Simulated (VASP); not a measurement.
Wanted: the native input for a VASP 6.6.1 run.

```
Task                   : single point
Functional             : PBE
Potentials or basis    : VASP PAW PBE potentials, release 64 (Ta_sv_GW, N)
Cutoff                 : 700 eV
k mesh                 : 16 × 16 × 16
Occupations            : gaussian, width 0.1 eV
Spin                   : no spin polarisation
Dipole correction      : no
Further INCAR settings : ALGO = Normal; EDIFF = 1e-06; NBANDS = 16
```

The structure of TaN lies in POSCAR:

```
TaN
1.0
    0.0000000000      2.2086347767      2.2086347767
    2.2086347767      0.0000000000      2.2086347767
    2.2086347767      2.2086347767      0.0000000000
Ta N
1 1
Direct
    0.5000000000      0.5000000000      0.5000000000
    0.0000000000      0.0000000000      0.0000000000
```

The input as run:

INCAR

```
PREC = Accurate
ENCUT = 700
EDIFF = 1E-6
ISMEAR = 0
SIGMA = 0.1
LREAL = False
LASPH = True
NELM = 120
ALGO = Normal
ISIF = 2
LWAVE = False
LCHARG = False
GGA = PE
NBANDS = 16
GGA_COMPAT = False
```

KPOINTS

```
Automatic mesh
0
Gamma
  16 16 16
```

Potentials or basis: VASP PAW PBE potentials, release 64 (Ta_sv_GW, N).

Launch:

```console
$ cat potpaw_PBE.64/Ta_sv_GW/POTCAR potpaw_PBE.64/N/POTCAR > POTCAR
$ mpirun -np 1 vasp_std > vasp.out
```

Results of the run:

The pressure is -0.1 GPa. The band gap on the k mesh is zero (bands 9 and 10 overlap by 3.93 eV).

Caveat: spin-orbit coupling is left out, which moves the levels of the heavy elements.

It took 46 s on 1 thread of AMD EPYC 9R45 96-Core Processor (Zen 5), on a shared host, peak memory 0.2 GiB.
